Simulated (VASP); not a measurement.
## Sr: single point with PBE

Sr:

```
CELL_PARAMETERS angstrom
4.26805 0.00000 0.00000
-2.13402 3.69624 0.00000
0.00000 0.00000 7.01270
ATOMIC_POSITIONS crystal
Sr 0.00000 0.00000 0.00000
Sr 0.33333 0.66667 0.50000
```

```
Program             : VASP 6.6.1
Task                : single point
Functional          : PBE
Potentials or basis : VASP PAW PBE potentials, release 64 (Sr_sv)
Cutoff              : 520 eV
k mesh              : 12 × 12 × 6
Occupations         : gaussian, width 0.1 eV
Spin                : no spin polarisation
```

```
Pressure               : 0.0 GPa
Band gap on the k mesh : zero (band 10 reaches 1.74 eV, above the bottom of band 11 at 1.47 eV)
```

Levels at points of the mesh, in eV from the Fermi level:
| k point | band 7 | band 8 | band 9 | band 10 | band 11 | band 12 | band 13 | band 14 |
| --- | --- | --- | --- | --- | --- | --- | --- | --- |
| (0.00, 0.00, 0.00) | -18.54 | -18.53 | -3.66 | -1.16 | 0.01 | 2.25 | 2.28 | 2.28 |
| (0.50, 0.00, 0.00) | -18.58 | -18.56 | -1.12 | -0.55 | 0.06 | 0.23 | 1.28 | 1.85 |
| (0.00, 0.00, 0.50) | -18.55 | -18.55 | -2.73 | -2.73 | 1.24 | 1.24 | 2.28 | 2.28 |
| (0.50, 0.00, 0.50) | -18.58 | -18.58 | -0.82 | -0.82 | 0.23 | 0.23 | 1.30 | 1.30 |

Run time: 120 s on 1 thread of Intel(R) Xeon(R) Platinum 8488C (Sapphire Rapids) (shared host), peak memory 0.3 GiB.
